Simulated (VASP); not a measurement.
Input of a VASP 6.6.1 run:

The input INCAR:

```
SYSTEM = Cu
PREC     = Accurate       ! precision mode
ENCUT    = 520            ! plane-wave cutoff, eV
EDIFF    = 1E-7           ! SCF threshold, eV
ISMEAR   = -1             ! smearing method
SIGMA    = 0.06122561905347299 ! smearing width, eV
LREAL    = .FALSE.        ! projectors in reciprocal space
LASPH    = .TRUE.         ! aspherical terms in the spheres
NELM     = 80             ! most SCF steps
ALGO     = Normal         ! electronic algorithm
ISIF     = 2              ! what is computed and relaxed
LWAVE    = .FALSE.        ! write WAVECAR
LCHARG   = .FALSE.        ! write CHGCAR
GGA      = PE             ! functional
NBANDS   = 12             ! bands
```

Contents of KPOINTS:

```
Automatic mesh
0
G
  15 15 15
  0 0 0
```

POSCAR

```
Cu
1.0
    2.4542248913      0.0000000000      0.0000000000
    0.0000000000      2.4542248913      0.0000000000
    0.0000000000      0.0000000000      2.4542248913
Cu
1
Direct
    0.0000000000      0.0000000000      0.0000000000
```

Potentials or basis: VASP PAW PBE potentials, release 64 (Cu).

The run is started by

```bash
$ cat potpaw_PBE.64/Cu/POTCAR > POTCAR
$ mpirun -np 1 vasp_std > vasp.out
```

(1) Predict the pressure.

Results:

(1) -4.9 GPa.
